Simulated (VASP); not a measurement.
# HfN (I-4m2) in VASP: a series of runs

Runs on HfN. Level: r2SCAN. Tasks: single point.

Everything below comes from runs of VASP 6.6.1. Logs are shortened: lines on timing, memory, paths and dates and some standing lists are left out, and cuts for length are marked.

**1. The cell of the first run**

It takes space group I-4m2 (No. 119, tetragonal). The conventional cell has a = 3.472 Å, b = 3.472 Å, c = 5.302 Å, α = 90.00°, β = 90.00°, γ = 90.00°. Within 2.9 Å of Hf (site symmetry -4m2) lie 4 N at 2.18 Å. N (site symmetry -4m2) has 4 Hf at 2.18 Å within 2.9 Å.

**2. Single point, r2SCAN (strain +0.000 along x and y, +0.080 along z)**

POSCAR reads:

```
HfN
1.0
    0.0000000000      2.4548220000      2.6512077600
    2.4548220000      0.0000000000      2.6512077600
    2.4548220000      2.4548220000      0.0000000000
Hf N
1 1
Direct
    0.0000000000      0.0000000000      0.0000000000
    0.7500000000      0.7500000000      0.7500000000
```

INCAR.step1 reads:

```
  PREC = Accurate
  ENCUT = 520
  ISMEAR = 0
  SIGMA = 0.15
  LREAL = False
  LASPH = True
  NELM = 100
  NBANDS = 14
  GGA = PE
  ALGO = Normal
  EDIFF = 1E-4
  LWAVE = True
  LCHARG = False
```

INCAR.step2 reads:

```
  PREC = Accurate
  ENCUT = 520
  EDIFF = 1E-6
  ISMEAR = 0
  SIGMA = 0.15
  LREAL = False
  LASPH = True
  NELM = 100
  ALGO = Normal
  ISIF = 2
  LWAVE = False
  LCHARG = False
  METAGGA = R2SCAN
  LMIXTAU = True
  NBANDS = 14
  ISTART = 1
```

KPOINTS reads:

```
Automatic mesh
0
Gamma
  16 16 16
```

Potentials or basis: VASP PAW PBE potentials, release 64 (Hf_pv, N).

Started as:

```console
$ cat potpaw_PBE.64/Hf_pv/POTCAR potpaw_PBE.64/N/POTCAR > POTCAR
$ cp INCAR.step1 INCAR
$ mpirun -np 1 vasp_std > vasp.out
$ cp INCAR.step2 INCAR
$ mpirun -np 1 vasp_std > vasp.out
```

OUTCAR:

```text
PREC = Accurate
   ENCUT = 520
   EDIFF = 1E-6
   ISMEAR = 0
   LREAL = False
   LASPH = True
   NELM = 100
   ISIF = 2
   METAGGA = R2SCAN
   ISTART = 1

 ion  position               nearest neighbor table
   1  0.000  0.000  0.000-   2 2.18   2 2.18   2 2.18   2 2.18
   2  0.750  0.750  0.750-   1 2.18   1 2.18   1 2.18   1 2.18

  LATTYP: Found a body centered tetragonal cell.
 ALAT       =     3.4716425656
 C/A-ratio  =     1.5273506474

  Lattice vectors:

 A1 = (  -2.4548220000,   0.0000000000,   2.6512077600)
 A2 = (   2.4548220000,   0.0000000000,   2.6512077600)
 A3 = (   0.0000000000,   2.4548220000,  -2.6512077600)

Analysis of symmetry for initial positions (statically):
=====================================================================
 Subroutine PRICEL returns:
 Original cell was already a primitive cell.

 Routine SETGRP: Setting up the symmetry group for a
 body centered tetragonal supercell.

 Subroutine GETGRP returns: Found  8 space group operations
 (whereof  8 operations were pure point group operations)
 out of a pool of 16 trial point group operations.

The static configuration has the point symmetry D_2d.

Analysis of symmetry for dynamics (positions and initial velocities):
=====================================================================
 Subroutine PRICEL returns:
 Original cell was already a primitive cell.

 Routine SETGRP: Setting up the symmetry group for a
 body centered tetragonal supercell.

 Subroutine GETGRP returns: Found  8 space group operations
 (whereof  8 operations were pure point group operations)
 out of a pool of 16 trial point group operations.

The dynamic configuration has the point symmetry D_2d.

 Subroutine INISYM returns: Found  8 space group operations
 (whereof  8 operations are pure point group operations),
 and found     1 'primitive' translations

----------------------------------------------------------------------------------------

                                     Primitive cell

  volume of cell :      31.9532

  direct lattice vectors                    reciprocal lattice vectors
     0.000000000  2.454822000  2.651207760    -0.203680756  0.203680756  0.188593292
     2.454822000  0.000000000  2.651207760     0.203680756 -0.203680756  0.188593292
     2.454822000  2.454822000  0.000000000     0.203680756  0.203680756 -0.188593292

  length of vectors
     3.613177776  3.613177776  3.471642566     0.344295121  0.344295121  0.344295121

  position of ions in fractional coordinates (direct lattice)
     0.000000000  0.000000000  0.000000000
     0.750000000  0.750000000  0.750000000

  ion indices of the primitive-cell ions
   primitive index   ion index
                 1           1
                 2           2

----------------------------------------------------------------------------------------

 KPOINTS: Automatic mesh

Automatic generation of k-mesh.
 Grid dimensions read from file:
 generate k-points for:   16   16   16

 Generating k-lattice:

  Cartesian coordinates                     Fractional coordinates (reciprocal lattice)
    -0.012730047  0.012730047  0.011787081     0.062500000  0.000000000  0.000000000
     0.012730047 -0.012730047  0.011787081     0.000000000  0.062500000  0.000000000
     0.012730047  0.012730047 -0.011787081    -0.000000000 -0.000000000  0.062500000

  Length of vectors
     0.021518445  0.021518445  0.021518445

  Shift w.r.t. Gamma in fractional coordinates (k-lattice)
     0.000000000  0.000000000  0.000000000

 Subroutine IBZKPT returns following result:
 ===========================================

 Found    349 irreducible k-points:

 Following reciprocal coordinates:
            Coordinates               Weight
  0.000000  0.000000  0.000000      1.000000
  0.062500  0.000000  0.000000      8.000000
  0.125000  0.000000  0.000000      8.000000
  0.187500  0.000000  0.000000      8.000000
  0.250000  0.000000  0.000000      8.000000
  0.312500  0.000000  0.000000      8.000000
[... 16 lines left out ...]
 -0.125000  0.062500  0.000000      8.000000
 -0.062500  0.062500  0.000000      4.000000
 [... further k-points ...]
   k-points           NKPTS =    349   k-points in BZ     NKDIM =    349   number of bands    NBANDS=     14
   number of dos      NEDOS =    301   number of ions     NIONS =      2
   total plane-waves  NPLWV =  21952
   dimension x,y,z NGX =    28 NGY =   28 NGZ =   28
   dimension x,y,z NGXF=    56 NGYF=   56 NGZF=   56
   ions per type =               1   1
   NGX,Y,Z   is equivalent  to a cutoff of  12.88, 12.88, 13.41 a.u.
   NGXF,Y,Z  is equivalent  to a cutoff of  25.77, 25.77, 26.82 a.u.
 SYSTEM =  unknown system
   PREC   = accura    normal or accurate (medium, high low for compatibility)
   ISTART =      1    job   : 0-new  1-cont  2-samecut
   ICHARG =      0    charge: 1-file 2-atom 10-const
   ISPIN  =      1    spin polarized calculation?
   LNONCOLLINEAR =      F non collinear calculations
   LSORBIT =      F    spin-orbit coupling
   LASPH  =      T    aspherical Exc in radial PAW
   ENCUT  =  520.0 eV  38.22 Ry    6.18 a.u.   6.72  6.72  6.45*2*pi/ulx,y,z
   NELM   =    100;   NELMIN=  2; NELMDL=  0     # of ELM steps
   EDIFF  = 0.1E-05   stopping-criterion for ELM
   LREAL  =      F    real-space projection
   EDIFFG = 0.1E-04   stopping-criterion for IOM
   NSW    =      0    number of steps for IOM
   IBRION =     -1    ionic relax: 0-MD 1-quasi-New 2-CG
   NFREE  =      0    steps in history (QN), initial steepest desc. (CG)
   ISIF   =      2    stress and relaxation
   ISYM   =      2    0-nonsym 1-usesym 2-fastsym
   POTIM  = 0.5000    time-step for ionic-motion
   TEBEG  =    0.0;   TEEND  =   0.0 temperature during run
   PSTRESS=    0.0 pullay stress
   NELECT =      15.0000    total number of electrons
   NUPDOWN=      -1.0000    fix difference up-down
   EMIN   =  10.00;   EMAX   =-10.00  energy-range for DOS
   EFERMI =   0.00;   METHOD = LEGACY
   ISMEAR =     0;   SIGMA  =   0.15  broadening in eV -4-tet -1-fermi 0-gaus
   EFERMI_NEDOS =   21; number of points for ismear=-14 and -15
   IALGO  =     38    algorithm
   IMIX   =      4    mixing-type and parameters
     AMIX     =   0.40;   BMIX     =  1.00
     AMIX_MAG =   1.60;   BMIX_MAG =  1.00
  volume/ion in A,a.u.               =      15.98       107.82
  Fermi-wavevector in a.u.,A,eV,Ry     =   1.272333  2.404360 22.025523  1.618830
  Thomas-Fermi vector in A             =   2.405217
   LORBIT       =      0    0 simple, 1 ext, 2 COOP (PROOUT), +10 PAW based schemes
   METAGGA = R2SCAN    functional components
   LHFCALC =     F    Hartree Fock is set to
   AEXX    =    0.0000 exact exchange contribution
   IVDW    =     0    specifies the selected vdW correction
   LEPSILON=     F    determine dielectric tensor
   LRPA    =     F    only Hartree local field effects (RPA)
 non-spin polarized calculation
 Gauss-broadening in eV      SIGMA  =   0.15
  energy-cutoff  :      520.00
  volume of cell :       31.95
 maximum number of plane-waves:       885
   NGX = 13   NGY = 13   NGZ = 13

 number of electron      14.9999998 magnetization

 Free energy of the ion-electron system (eV)
  ---------------------------------------------------
  ext. energy  EPLUGINS =         0.00000000
  ---------------------------------------------------
  free energy    TOTEN  =       -57.49385856 eV

  energy without entropy =      -57.48631654  energy(sigma->0) =      -57.49008755

 E-fermi :   5.2355     XC(G=0): -11.5544

 val. band max:        5.2313269895   @ k =   0.2500   0.1875   0.0000
 cond. band min:       5.2418070848   @ k =  -0.4375   0.2500   0.1250
 fundamental gap:      0.0104800953
 Fermi energy:         5.2354974871

 k-point     1 :       0.0000    0.0000    0.0000
  band No.  band energies     occupation
      1     -27.4549      2.00000
      2     -27.4549      2.00000
      3     -27.4301      2.00000
      4     -11.6257      2.00000
      5      -0.3644      2.00000
      6      -0.1182      2.00000
      7      -0.1182      2.00000
      8       4.3062      2.00000
      9       7.0500      0.00000
     10       7.9033      0.00000
     11      10.7551      0.00000
     12      11.9288      0.00000
     13      11.9288      0.00000
     14      16.0008      0.00000

 k-point     2 :       0.0625    0.0000    0.0000
  band No.  band energies     occupation
      1     -27.4669      2.00000
      2     -27.4561      2.00000
      3     -27.4346      2.00000
      4     -11.5871      2.00000
      5      -0.3911      2.00000
      6      -0.1674      2.00000
      7      -0.0893      2.00000
      8       4.5229      2.00000
      9       7.0104      0.00000
     10       7.8251      0.00000
     11      10.7920      0.00000
     12      11.8706      0.00000
     13      11.9884      0.00000
     14      16.0008      0.00000

 k-point     3 :       0.1250    0.0000    0.0000
  band No.  band energies     occupation
      1     -27.5046      2.00000
      2     -27.4596      2.00000
      3     -27.4434      2.00000
      4     -11.4786      2.00000
      5      -0.5515      2.00000
      6      -0.1685      2.00000
      7      -0.0078      2.00000
      8       5.0790      1.85984
      9       6.9371      0.00000
     10       7.6404      0.00000
     11      10.7892      0.00000
     12      11.7903      0.00000
     13      12.0928      0.00000
     14      16.0001      0.00000

 k-point     4 :       0.1875    0.0000    0.0000
  band No.  band energies     occupation
      1     -27.5626      2.00000
      2     -27.4649      2.00000
      3     -27.4543      2.00000
      4     -11.3200      2.00000
      5      -0.7611      2.00000
      6      -0.0951      2.00000
      7       0.1111      2.00000
      8       5.7660      0.00000
      9       6.9319      0.00000
     10       7.4513      0.00000
     11      10.5963      0.00000
     12      11.7933      0.00000
     13      12.0912      0.00000
     14      15.0968      0.00000

 k-point     5 :       0.2500    0.0000    0.0000
  band No.  band energies     occupation
      1     -27.6307      2.00000
      2     -27.4710      2.00000
      3     -27.4665      2.00000
      4     -11.1395      2.00000
      5      -0.8953      2.00000
      6      -0.0078      2.00000
      7       0.2451      2.00000
      8       6.3335      0.00000
      9       7.0906      0.00000
     10       7.3451      0.00000
     11      10.3058      0.00000
[... 276 lines left out ...]
 k-point    22 :      -0.1875    0.0625    0.0000
  band No.  band energies     occupation
      1     -27.6010      2.00000
      2     -27.4638      2.00000
      3     -27.4622      2.00000
      4     -11.2318      2.00000
      5      -0.8793      2.00000
      6      -0.0378      2.00000
      7       0.1583      2.00000
      8       6.1013      0.00000
      9       7.1094      0.00000
     10       7.3690      0.00000
     11      10.6154      0.00000
     12      11.4840      0.00000
     13      12.2270      0.00000
     14      14.5463      0.00000

 k-point    23 :      -0.1250    0.0625    0.0000
  band No.  band energies     occupation
      1     -27.5405      2.00000
      2     -27.4590      2.00000
      3     -27.4485      2.00000
      4     -11.3978      2.00000
      5      -0.6805      2.00000
      6      -0.1426      2.00000
      7       0.0359      2.00000
      8       5.4632      0.03182
      9       7.2307      0.00000
     10       7.3155      0.00000
     11      10.8209      0.00000
     12      11.5373      0.00000
     13      12.2658      0.00000
     14      15.8004      0.00000

 k-point    24 :      -0.0625    0.0625    0.0000
  band No.  band energies     occupation
      1     -27.4941      2.00000
      2     -27.4563      2.00000
      3     -27.4378      2.00000
      4     -11.5239      2.00000
      5      -0.4377      2.00000
      6      -0.2379      2.00000
      7      -0.0521      2.00000
      8       4.8679      1.99947
      9       7.1429      0.00000
     10       7.5847      0.00000
     11      10.8210      0.00000
     12      11.7033      0.00000
     13      12.1461      0.00000
     14      16.0005      0.00000

 [... further k-points ...]

------------------------ aborting loop because EDIFF is reached ----------------------------------------

  FORCE on cell =-STRESS in cart. coord.  units (eV):
  Direction    XX          YY          ZZ          XY          YZ          ZX
  --------------------------------------------------------------------------------------
  -------------------------------------------------------------------------------------
  Total       -2.3795423     -2.3795423     -5.1354206      0.0000000      0.0000000     -0.0000000
  in kB     -119.3136777   -119.3136777   -257.4973910      0.0000000      0.0000000     -0.0000000
  external PRESSURE =    -165.3749155 kB  Pullay stress =       0.0000000 kB

 VOLUME and BASIS-vectors are now :
 -----------------------------------------------------------------------------
  energy-cutoff  :      520.00
  volume of cell :       31.95
      direct lattice vectors                 reciprocal lattice vectors
     0.000000000  2.454822000  2.651207760    -0.203680756  0.203680756  0.188593292
     2.454822000  0.000000000  2.651207760     0.203680756 -0.203680756  0.188593292
     2.454822000  2.454822000  0.000000000     0.203680756  0.203680756 -0.188593292

 POSITION                                       TOTAL-FORCE (eV/Angst)
 -----------------------------------------------------------------------------------
      0.00000      0.00000      0.00000        -0.000000     -0.000000      0.000000
      3.68223      3.68223      3.97681         0.000000      0.000000     -0.000000
 -----------------------------------------------------------------------------------
    total drift:                               -0.000000     -0.000000     -0.000000

  FREE ENERGIE OF THE ION-ELECTRON SYSTEM (eV)
  ---------------------------------------------------
  free  energy   TOTEN  =       -57.4938585620 eV

  energy  without entropy=      -57.4863165427  energy(sigma->0) =      -57.49008755
```

Wall time 5.2 min (1 thread of Intel Xeon 6975P-C (Granite Rapids), shared host); peak memory 0.29 GiB.

What came out:

```yaml
Free_energy: -57.4939 eV
Pressure: -16.5 GPa
```

Caveat: the cell differs from its parent crystal (strain +0.000 along x and y, +0.080 along z); the PAW data sets were made with another functional, which shifts forces and pressure a little; spin-orbit coupling is left out, which moves the levels of the heavy elements.

**3. Single point, r2SCAN (strain +0.080 along x and y, +0.000 along z)**

POSCAR reads:

```
HfN
1.0
    0.0000000000      2.6512077600      2.4548220000
    2.6512077600      0.0000000000      2.4548220000
    2.6512077600      2.6512077600      0.0000000000
Hf N
1 1
Direct
    0.0000000000      0.0000000000      0.0000000000
    0.7500000000      0.7500000000      0.7500000000
```

INCAR.step1 reads:

```
SYSTEM = HfN
PREC = Accurate ; ENCUT = 520
ISMEAR = 0 ; SIGMA = 0.15
LREAL = .FALSE. ; LASPH = .TRUE.
NELM = 80 ; NBANDS = 14
GGA = PE ; ALGO = Normal
EDIFF = 1E-4 ; LWAVE = .TRUE.
LCHARG = .FALSE.
```

INCAR.step2 reads:

```
SYSTEM = HfN
PREC = Accurate ; ENCUT = 520
EDIFF = 1E-6 ; ISMEAR = 0
SIGMA = 0.15 ; LREAL = .FALSE.
LASPH = .TRUE. ; NELM = 80
ALGO = Normal ; ISIF = 2
LWAVE = .FALSE. ; LCHARG = .FALSE.
METAGGA = R2SCAN ; LMIXTAU = .TRUE.
NBANDS = 14 ; ISTART = 1
```

KPOINTS reads:

```
regular mesh
0
G
  16 16 16
  0 0 0
```

Potentials or basis: VASP PAW PBE potentials, release 64 (Hf_pv, N).

Started as:

```console
$ cat potpaw_PBE.64/Hf_pv/POTCAR potpaw_PBE.64/N/POTCAR > POTCAR
$ cp INCAR.step1 INCAR
$ mpirun -np 1 vasp_std > vasp.out
$ cp INCAR.step2 INCAR
$ mpirun -np 1 vasp_std > vasp.out
```

It took 6.3 min on 1 thread of Intel Xeon 6975P-C (Granite Rapids), shared host; peak memory 0.3 GiB.

Results (log left out):

```yaml
Free_energy: -57.1630 eV
Pressure: -25.5 GPa
```

Stress tensor (GPa, compression positive):
```
-29.20   0.00   0.00
  0.00 -29.20   0.00
  0.00   0.00 -18.03
```

Levels at points of the mesh, in eV from the Fermi level:
```tsv
k point	band 6	band 7	band 8	band 9	band 10	band 11
(0.00, 0.00, 0.00)	-5.16	-4.96	-1.07	1.66	2.42	5.47
(0.50, 0.00, 0.00)	-4.78	-4.44	1.25	2.47	2.49	3.79
(0.50, 0.50, 0.00)	-3.87	-3.87	-0.89	2.05	3.51	3.95
(0.50, 0.00, 0.50)	-3.77	-3.53	-1.29	1.81	3.63	3.94
```

Caveat: the cell differs from its parent crystal (strain +0.080 along x and y, +0.000 along z); the PAW data sets were made with another functional, which shifts forces and pressure a little; spin-orbit coupling is left out, which moves the levels of the heavy elements.
